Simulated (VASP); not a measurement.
# SiO2 (P4_2/mnm) in VASP: further runs

SiO2 is run at these levels: LDA; tasks: single point.

All numbers are computed with VASP 6.6.1; they aren't measurements. Logs are shortened: lines on timing, memory, paths and dates and some standing lists are left out, and cuts for length are marked.

### Step 1. The cell of the first run

It takes space group P4_2/mnm (No. 136, tetragonal). Conventional cell: a = 4.071 Å, b = 4.071 Å, c = 3.128 Å, α = 90.00°, β = 90.00°, γ = 90.00°. Si (site symmetry mmm) has 6 O at 1.76 to 1.92 Å within 2.3 Å. O (site symmetry m2m) has 3 Si at 1.76 to 1.92 Å and 1 O at 2.24 Å within 2.3 Å.

### Step 2. Single point, LDA (volume 8.638 Å^3 an atom, c/a of the conventional cell 0.7683)

The input, INCAR:

```
SYSTEM = SiO2
PREC = Accurate
ENCUT = 520
EDIFF = 1E-7
ISMEAR = 0
SIGMA = 0.05
LREAL = .FALSE.
LASPH = .TRUE.
NELM = 80
ALGO = Normal
ISIF = 2
LWAVE = .FALSE.
LCHARG = .FALSE.
GGA = CA
NBANDS = 25
```

The input, KPOINTS:

```
Automatic mesh
0
G
  6 6 10
  0 0 0
```

The input, POSCAR:

```
SiO2
1.0
    4.0707822512      0.0000000000      0.0000000000
    0.0000000000      4.0707822512      0.0000000000
    0.0000000000      0.0000000000      3.1275820036
Si O
2 4
Direct
    0.5000000000      0.5000000000      0.5000000000
    0.0000000000      0.0000000000      0.0000000000
    0.6944252994      0.6944252994      0.0000000000
    0.1944252994      0.8055747006      0.5000000000
    0.3055747006      0.3055747006      0.0000000000
    0.8055747006      0.1944252994      0.5000000000
```

Potentials or basis: VASP PAW LDA potentials, release 64 (Si, O).

Command:

```
cat potpaw_LDA.64/Si/POTCAR potpaw_LDA.64/O/POTCAR > POTCAR
mpirun -np 1 vasp_std > vasp.out
```

OUTCAR:

```text
SYSTEM = SiO2
   PREC = Accurate
   ENCUT = 520
   EDIFF = 1E-7
   ISMEAR = 0
   LREAL = .FALSE.
   LASPH = .TRUE.
   NELM = 80
   ISIF = 2
   GGA = CA

 ion  position               nearest neighbor table
   1  0.500  0.500  0.500-   4 1.76   6 1.76   5 1.92   3 1.92   3 1.92   5 1.92
   2  0.000  0.000  0.000-   3 1.76   5 1.76   4 1.92   6 1.92   4 1.92   6 1.92
   3  0.694  0.694  0.000-   2 1.76   1 1.92   1 1.92
   4  0.194  0.806  0.500-   1 1.76   2 1.92   2 1.92
   5  0.306  0.306  0.000-   2 1.76   1 1.92   1 1.92
   6  0.806  0.194  0.500-   1 1.76   2 1.92   2 1.92

  LATTYP: Found a simple tetragonal cell.
 ALAT       =     4.0707822512
 C/A-ratio  =     0.7683000000

  Lattice vectors:

 A1 = (   4.0707822512,   0.0000000000,   0.0000000000)
 A2 = (   0.0000000000,   4.0707822512,   0.0000000000)
 A3 = (   0.0000000000,   0.0000000000,   3.1275820036)

Analysis of symmetry for initial positions (statically):
=====================================================================
 Subroutine PRICEL returns:
 Original cell was already a primitive cell.

 Routine SETGRP: Setting up the symmetry group for a
 simple tetragonal supercell.

 Subroutine GETGRP returns: Found 16 space group operations
 (whereof  8 operations were pure point group operations)
 out of a pool of 16 trial point group operations.

The static configuration has the point symmetry D_2h.
 The point group associated with its full space group is D_4h.

Analysis of symmetry for dynamics (positions and initial velocities):
=====================================================================
 Subroutine PRICEL returns:
 Original cell was already a primitive cell.

 Routine SETGRP: Setting up the symmetry group for a
 simple tetragonal supercell.

 Subroutine GETGRP returns: Found 16 space group operations
 (whereof  8 operations were pure point group operations)
 out of a pool of 16 trial point group operations.

The dynamic configuration has the point symmetry D_2h.
 The point group associated with its full space group is D_4h.

 Subroutine INISYM returns: Found 16 space group operations
 (whereof  8 operations are pure point group operations),
 and found     1 'primitive' translations

----------------------------------------------------------------------------------------

                                     Primitive cell

  volume of cell :      51.8280

  direct lattice vectors                    reciprocal lattice vectors
     4.070782251  0.000000000  0.000000000     0.245653031  0.000000000  0.000000000
     0.000000000  4.070782251  0.000000000     0.000000000  0.245653031  0.000000000
     0.000000000  0.000000000  3.127582004     0.000000000  0.000000000  0.319735821

  length of vectors
     4.070782251  4.070782251  3.127582004     0.245653031  0.245653031  0.319735821

  position of ions in fractional coordinates (direct lattice)
     0.500000000  0.500000000  0.500000000
     0.000000000  0.000000000  0.000000000
     0.694425299  0.694425299  0.000000000
     0.194425299  0.805574701  0.500000000
     0.305574701  0.305574701  0.000000000
     0.805574701  0.194425299  0.500000000

  ion indices of the primitive-cell ions
   primitive index   ion index
                 1           1
                 2           2
                 3           3
                 4           4
                 5           5
                 6           6

----------------------------------------------------------------------------------------

 KPOINTS: Automatic mesh

Automatic generation of k-mesh.
 Grid dimensions read from file:
 generate k-points for:    6    6   10

 Generating k-lattice:

  Cartesian coordinates                     Fractional coordinates (reciprocal lattice)
     0.040942172  0.000000000  0.000000000     0.166666667  0.000000000  0.000000000
     0.000000000  0.040942172  0.000000000     0.000000000  0.166666667  0.000000000
     0.000000000  0.000000000  0.031973582     0.000000000  0.000000000  0.100000000

  Length of vectors
     0.040942172  0.040942172  0.031973582

  Shift w.r.t. Gamma in fractional coordinates (k-lattice)
     0.000000000  0.000000000  0.000000000

 Subroutine IBZKPT returns following result:
 ===========================================

 Found     60 irreducible k-points:

 Following reciprocal coordinates:
            Coordinates               Weight
  0.000000  0.000000  0.000000      1.000000
  0.166667  0.000000  0.000000      4.000000
  0.333333  0.000000  0.000000      4.000000
  0.500000  0.000000  0.000000      2.000000
  0.166667  0.166667  0.000000      4.000000
  0.333333  0.166667  0.000000      8.000000
[... 16 lines left out ...]
  0.333333  0.000000  0.200000      8.000000
  0.500000  0.000000  0.200000      4.000000
 [... further k-points ...]
   k-points           NKPTS =     60   k-points in BZ     NKDIM =     60   number of bands    NBANDS=     25
   number of dos      NEDOS =    301   number of ions     NIONS =      6
[... 41 lines left out ...]
   GGA     = CA    functional components
   LHFCALC =     F    Hartree Fock is set to
   AEXX    =    0.0000 exact exchange contribution
   IVDW    =     0    specifies the selected vdW correction
   LEPSILON=     F    determine dielectric tensor
   LRPA    =     F    only Hartree local field effects (RPA)
 non-spin polarized calculation
 Gauss-broadening in eV      SIGMA  =   0.05
  energy-cutoff  :      520.00
  volume of cell :       51.83
 maximum number of plane-waves:      1411
   NGX = 15   NGY = 15   NGZ = 11

 number of electron      32.0000013 magnetization

 Free energy of the ion-electron system (eV)
  ---------------------------------------------------
  ext. energy  EPLUGINS =         0.00000000
  ---------------------------------------------------
  free energy    TOTEN  =       -50.06206021 eV

  energy without entropy =      -50.06206021  energy(sigma->0) =      -50.06206021

 E-fermi :   6.8153     XC(G=0): -12.2526

 val. band max:        6.5661791692   @ k =   0.0000   0.0000   0.0000
 cond. band min:       9.7680857861   @ k =   0.0000   0.0000   0.0000
 fundamental gap:      3.2019066169
 Fermi energy:         6.8153498068

 k-point     1 :       0.0000    0.0000    0.0000
  band No.  band energies     occupation
      1     -14.3447      2.00000
      2     -10.8493      2.00000
      3     -10.8493      2.00000
      4     -10.4579      2.00000
      5      -3.4412      2.00000
      6       0.2684      2.00000
[... 17 lines left out ...]
     24      21.2391      0.00000
     25      21.6277      0.00000

 k-point     2 :       0.1667    0.0000    0.0000
  band No.  band energies     occupation
      1     -14.1931      2.00000
      2     -11.3680      2.00000
      3     -10.7873      2.00000
      4     -10.2737      2.00000
      5      -3.1303      2.00000
      6       0.4125      2.00000
[... 17 lines left out ...]
     24      20.5135      0.00000
     25      20.7222      0.00000

 k-point     3 :       0.3333    0.0000    0.0000
  band No.  band energies     occupation
      1     -13.7516      2.00000
      2     -12.2173      2.00000
      3     -10.6218      2.00000
      4     -10.2571      2.00000
      5      -2.3501      2.00000
      6      -0.2193      2.00000
[... 17 lines left out ...]
     24      19.4545      0.00000
     25      20.1004      0.00000

 k-point     4 :       0.5000    0.0000    0.0000
  band No.  band energies     occupation
      1     -13.0637      2.00000
      2     -13.0637      2.00000
      3     -10.4127      2.00000
      4     -10.4127      2.00000
      5      -1.3398      2.00000
      6      -1.3398      2.00000
[... 17 lines left out ...]
     24      18.8887      0.00000
     25      20.9951      0.00000
[... 477 lines left out ...]
 k-point    22 :       0.1667    0.0000    0.2000
  band No.  band energies     occupation
      1     -13.8341      2.00000
      2     -11.2711      2.00000
      3     -10.7056      2.00000
      4     -10.4988      2.00000
      5      -3.0471      2.00000
      6       0.0158      2.00000
[... 17 lines left out ...]
     24      20.0128      0.00000
     25      20.2493      0.00000

 k-point    23 :       0.3333    0.0000    0.2000
  band No.  band energies     occupation
      1     -13.4174      2.00000
      2     -12.0083      2.00000
      3     -10.6085      2.00000
      4     -10.4448      2.00000
      5      -2.2266      2.00000
      6      -0.2448      2.00000
[... 17 lines left out ...]
     24      19.1142      0.00000
     25      20.3943      0.00000

 k-point    24 :       0.5000    0.0000    0.2000
  band No.  band energies     occupation
      1     -12.7766      2.00000
      2     -12.7766      2.00000
      3     -10.5015      2.00000
      4     -10.5015      2.00000
      5      -1.1473      2.00000
      6      -1.1473      2.00000
[... 17 lines left out ...]
     24      18.6259      0.00000
     25      20.1234      0.00000

 [... further k-points ...]
[... 5 lines left out ...]
  --------------------------------------------------------------------------------------
  -------------------------------------------------------------------------------------
  Total       -3.8968630     -3.8968630    -21.9484631      0.0000000      0.0000000      0.0000000
  in kB     -120.4651062   -120.4651062   -678.5006166      0.0000000      0.0000000      0.0000000
  external PRESSURE =    -306.4769430 kB  Pullay stress =       0.0000000 kB

 VOLUME and BASIS-vectors are now :
 -----------------------------------------------------------------------------
  energy-cutoff  :      520.00
  volume of cell :       51.83
      direct lattice vectors                 reciprocal lattice vectors
     4.070782251  0.000000000  0.000000000     0.245653031  0.000000000  0.000000000
     0.000000000  4.070782251  0.000000000     0.000000000  0.245653031  0.000000000
     0.000000000  0.000000000  3.127582004     0.000000000  0.000000000  0.319735821

 POSITION                                       TOTAL-FORCE (eV/Angst)
 -----------------------------------------------------------------------------------
      2.03539      2.03539      1.56379        -0.000000      0.000000      0.000000
      0.00000      0.00000      0.00000        -0.000000      0.000000      0.000000
      2.82685      2.82685      0.00000         0.600226      0.600226      0.000000
      0.79146      3.27932      1.56379         0.600226     -0.600226      0.000000
      1.24393      1.24393      0.00000        -0.600226     -0.600226     -0.000000
      3.27932      0.79146      1.56379        -0.600226      0.600226      0.000000
 -----------------------------------------------------------------------------------
    total drift:                               -0.000000      0.000000      0.000000

  FREE ENERGIE OF THE ION-ELECTRON SYSTEM (eV)
  ---------------------------------------------------
  free  energy   TOTEN  =       -50.0620602094 eV

  energy  without entropy=      -50.0620602094  energy(sigma->0) =      -50.06206021
```

Wall time 30 s (1 thread of AMD EPYC 9R45 (Zen 5), shared host); peak memory 0.14 GiB.

What came out:

| Item | Value |
| --- | --- |
| Free energy | -50.0621 eV |
| Pressure | -30.6 GPa |
| Largest force | 0.849 eV/Å |
| Band gap on the k mesh | 3.20 eV, direct |

Forces in eV/Å, atoms in the order of the input:
```
Si   0.000  0.000  0.000
Si   0.000  0.000  0.000
O    0.600  0.600  0.000
O    0.600 -0.600  0.000
O   -0.600 -0.600  0.000
O   -0.600  0.600  0.000
```

### Step 3. Single point, LDA (volume 8.638 Å^3 an atom, c/a of the conventional cell 0.6888)

The input, INCAR:

```
SYSTEM = SiO2
PREC = Accurate ; ENCUT = 520
EDIFF = 1E-6 ; ISMEAR = 0
SIGMA = 0.05 ; LREAL = .False.
LASPH = .True. ; NELM = 80
ALGO = Normal ; ISIF = 2
LWAVE = .False. ; LCHARG = .True.
GGA = CA ; LELF = .True.
LVHAR = .True. ; NBANDS = 25
```

The input, KPOINTS:

```
Automatic mesh
0
Gamma
  6 6 10
  0 0 0
```

POSCAR: that of step 2 with these lines changed.

```diff
@@ -2,5 +2,5 @@
 1.0
-    4.0707822512      0.0000000000      0.0000000000
-    0.0000000000      4.0707822512      0.0000000000
-    0.0000000000      0.0000000000      3.1275820036
+    4.2217298307      0.0000000000      0.0000000000
+    0.0000000000      4.2217298307      0.0000000000
+    0.0000000000      0.0000000000      2.9079275074
 Si O
```

Potentials or basis: VASP PAW LDA potentials, release 64 (Si, O).

Command:

```
cat potpaw_LDA.64/Si/POTCAR potpaw_LDA.64/O/POTCAR > POTCAR
mpirun -np 1 vasp_std > vasp.out
```

Run time: 34 s. Hardware: 1 thread of AMD EPYC 9R45 (Zen 5), shared host; peak memory 0.15 GiB.

It converged, with:

* Free energy: -51.0875 eV
* Pressure: -32.3 GPa
* Largest force: 0.005 eV/Å
* Band gap on the k mesh: 3.50 eV, direct

Forces in eV/Å, atoms in the order of the input:
```
Si   0.000  0.000  0.000
Si   0.000  0.000  0.000
O    0.004  0.004  0.000
O    0.004 -0.004  0.000
O   -0.004 -0.004  0.000
O   -0.004  0.004  0.000
```

Stress tensor (GPa, compression positive):
```
-22.43   0.00   0.00
  0.00 -22.43   0.00
  0.00   0.00 -51.98
```

Levels at points of the mesh, in eV from the valence-band top:
```
           k point  band 14  band 15  band 16  band 17  band 18  band 19
(0.00, 0.00, 0.00)    -0.74    -0.74     0.00     3.50     5.05     6.54
(0.50, 0.00, 0.00)    -2.65    -0.88    -0.88     5.76     5.76     7.23
(0.50, 0.50, 0.00)    -2.69    -1.72    -1.72     5.49     5.49     8.21
(0.00, 0.00, 0.50)    -2.84    -2.26    -2.26     7.59     7.59    11.25
(0.50, 0.00, 0.50)    -1.90    -1.46    -1.46     7.52     7.52     9.17
(0.50, 0.50, 0.50)    -1.37    -1.26    -1.26     5.91     5.91    10.29
```

### Step 4. Single point, LDA (volume 8.638 Å^3 an atom, c/a of the conventional cell 0.7409)

The input, INCAR:

```
SYSTEM = SiO2
PREC = Accurate
ENCUT = 520
EDIFF = 1E-7
ISMEAR = 0
SIGMA = 0.05
LREAL = .False.
LASPH = .True.
NELM = 100
ALGO = Normal
ISIF = 2
LWAVE = .False.
LCHARG = .True.
LELF = .True.
LVHAR = .True.
NBANDS = 25
```

KPOINTS is that of step 3.

POSCAR: that of step 3 with these lines changed.

```diff
@@ -2,5 +2,5 @@
 1.0
-    4.2217298307      0.0000000000      0.0000000000
-    0.0000000000      4.2217298307      0.0000000000
-    0.0000000000      0.0000000000      2.9079275074
+    4.1203580013      0.0000000000      0.0000000000
+    0.0000000000      4.1203580013      0.0000000000
+    0.0000000000      0.0000000000      3.0527732432
 Si O
```

Command:

```
cat potpaw_LDA.64/Si/POTCAR potpaw_LDA.64/O/POTCAR > POTCAR
mpirun -np 1 vasp_std > vasp.out
```

It took 34 s on 1 thread of AMD EPYC 9R45 (Zen 5), shared host; peak memory 0.14 GiB.

Results (log left out):

- Free energy: -50.4699 eV
- Pressure: -31.7 GPa
- Largest force: 0.592 eV/Å
- Band gap on the k mesh: 3.28 eV, direct

Forces in eV/Å, atoms in the order of the input:
```
Si   0.000  0.000  0.000
Si   0.000  0.000  0.000
O    0.419  0.419  0.000
O    0.419 -0.419  0.000
O   -0.419 -0.419  0.000
O   -0.419  0.419  0.000
```

Stress tensor (GPa, compression positive):
```
-15.65   0.00   0.00
  0.00 -15.65   0.00
  0.00   0.00 -63.86
```

Levels at points of the mesh, in eV from the valence-band top:
```tsv
k point	band 14	band 15	band 16	band 17	band 18	band 19
(0.00, 0.00, 0.00)	-0.58	-0.58	0.00	3.28	4.44	5.87
(0.50, 0.00, 0.00)	-2.56	-0.77	-0.77	5.50	5.50	6.71
(0.50, 0.50, 0.00)	-2.81	-1.36	-1.36	5.17	5.17	7.86
(0.00, 0.00, 0.50)	-2.86	-2.03	-2.03	7.68	7.68	10.83
(0.50, 0.00, 0.50)	-1.60	-1.24	-1.24	7.69	7.69	9.81
(0.50, 0.50, 0.50)	-1.04	-1.03	-1.03	6.09	6.09	10.66
```

### Step 5. Single point, LDA (volume 8.638 Å^3 an atom, c/a of the conventional cell 0.5955)

INCAR: that of step 4 with these lines changed.

```diff
@@ -3,3 +3,3 @@
 ENCUT = 520
-EDIFF = 1E-7
+EDIFF = 1E-6
 ISMEAR = 0
@@ -13,2 +13,3 @@
 LCHARG = .True.
+GGA = CA
 LELF = .True.
```

KPOINTS is that of step 4.

POSCAR: that of step 4 with these lines changed.

```diff
@@ -2,5 +2,5 @@
 1.0
-    4.1203580013      0.0000000000      0.0000000000
-    0.0000000000      4.1203580013      0.0000000000
-    0.0000000000      0.0000000000      3.0527732432
+    4.4316034802      0.0000000000      0.0000000000
+    0.0000000000      4.4316034802      0.0000000000
+    0.0000000000      0.0000000000      2.6390198725
 Si O
```

Command:

```
cat potpaw_LDA.64/Si/POTCAR potpaw_LDA.64/O/POTCAR > POTCAR
mpirun -np 1 vasp_std > vasp.out
```

Wall time 36 s (1 thread of AMD EPYC 9R45 (Zen 5), shared host); peak memory 0.15 GiB.

The run converged. Its results:

* Free energy: -51.2428 eV
* Pressure: -27.3 GPa
* Largest force: 1.354 eV/Å
* Band gap on the k mesh: 3.95 eV, direct

Forces in eV/Å, atoms in the order of the input:
```
Si   0.000  0.000  0.000
Si   0.000  0.000  0.000
O   -0.957 -0.957  0.000
O   -0.957  0.957  0.000
O    0.957  0.957  0.000
O    0.957 -0.957  0.000
```

Stress tensor (GPa, compression positive):
```
-35.10   0.00   0.00
  0.00 -35.10   0.00
  0.00   0.00 -11.76
```

Levels at points of the mesh, in eV from the valence-band top:
```csv
k point,band 14,band 15,band 16,band 17,band 18,band 19
"(0.00, 0.00, 0.00)",-0.89,-0.89,0.00,3.95,7.09,8.22
"(0.50, 0.00, 0.00)",-2.16,-1.04,-1.04,6.53,6.53,9.04
"(0.50, 0.50, 0.00)",-2.34,-2.15,-2.15,6.53,6.53,9.66
"(0.00, 0.00, 0.50)",-2.45,-2.32,-2.32,7.37,7.37,10.76
"(0.50, 0.00, 0.50)",-2.14,-1.51,-1.51,7.27,7.27,8.03
"(0.50, 0.50, 0.50)",-1.68,-1.33,-1.33,5.58,5.58,9.71
```

Caveat: forces of over 1 eV/Å act on the atoms, so gaps and moduli don't describe the material at rest. A k mesh can miss the band edges.

### Step 6. The runs side by side

```tsv
cell	gap on the mesh (eV)	pressure (GPa)	largest force (eV/Å)
a = 4.071, b = 4.071, c = 3.128 Å, 6 atoms	3.20	-30.6	0.85
a = 4.222, b = 4.222, c = 2.908 Å, 6 atoms	3.50	-32.3	0.01
a = 4.120, b = 4.120, c = 3.053 Å, 6 atoms	3.28	-31.7	0.59
a = 4.432, b = 4.432, c = 2.639 Å, 6 atoms	3.95	-27.3	1.35
```

Alike in all rows: task single point; level LDA; potentials or basis VASP PAW LDA potentials, release 64 (Si, O); no spin polarisation; k mesh 6 × 6 × 10; cutoff (eV) 520; smearing gaussian 0.05 eV.

Caveats: forces of over 1 eV/Å act on the atoms, so gaps and moduli don't describe the material at rest (some runs).

Absolute energies hang on the potentials; compare differences alone.
